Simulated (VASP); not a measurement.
Write the native input for VASP 6.6.1 that does the following.

| Property | Result |
| --- | --- |
| Task | single point |
| Functional | PBE |
| Potentials or basis | VASP PAW PBE potentials, release 64 (Bi_d, Te) |
| Cutoff | 500 eV |
| k mesh | 6 × 6 × 6 |
| Occupations | fermi-dirac, width 0.15 eV |
| Spin | no spin polarisation |
| Dipole correction | no |
| Further INCAR settings | ALGO = Normal; EDIFF = 1e-06; NBANDS = 18 |

The structure of BiTe lies in POSCAR:

```
BiTe
1.0
    0.0000000000      3.2350000000      3.2350000000
    3.2350000000      0.0000000000      3.2350000000
    3.2350000000      3.2350000000      0.0000000000
Bi Te
1 1
Direct
    0.0000000000      0.0000000000      0.0000000000
    0.5000000000      0.5000000000      0.5000000000
```

The input as run:

INCAR

```
SYSTEM = BiTe
PREC     = Accurate       ! precision mode
ENCUT    = 500            ! plane-wave cutoff, eV
EDIFF    = 1E-6           ! SCF threshold, eV
ISMEAR   = -1             ! smearing method
SIGMA    = 0.15           ! smearing width, eV
LREAL    = .False.        ! projectors in reciprocal space
LASPH    = .True.         ! aspherical terms in the spheres
NELM     = 120            ! most SCF steps
ALGO     = Normal         ! electronic algorithm
ISIF     = 2              ! what is computed and relaxed
LWAVE    = .False.        ! write WAVECAR
LCHARG   = .False.        ! write CHGCAR
GGA      = PE             ! functional
NBANDS   = 18             ! bands
GGA_COMPAT= .False.
```

KPOINTS

```
Automatic mesh
0
Gamma
  6 6 6
  0 0 0
```

Potentials or basis: VASP PAW PBE potentials, release 64 (Bi_d, Te).

The run is started by

```bash
$ cat potpaw_PBE.64/Bi_d/POTCAR potpaw_PBE.64/Te/POTCAR > POTCAR
$ mpirun -np 1 vasp_std > vasp.out
```

It gave:

The pressure is 0.8 GPa.

Wall time 16 s on 1 thread of Intel Xeon 6975P-C, on a shared host, peak memory 0.21 GiB.
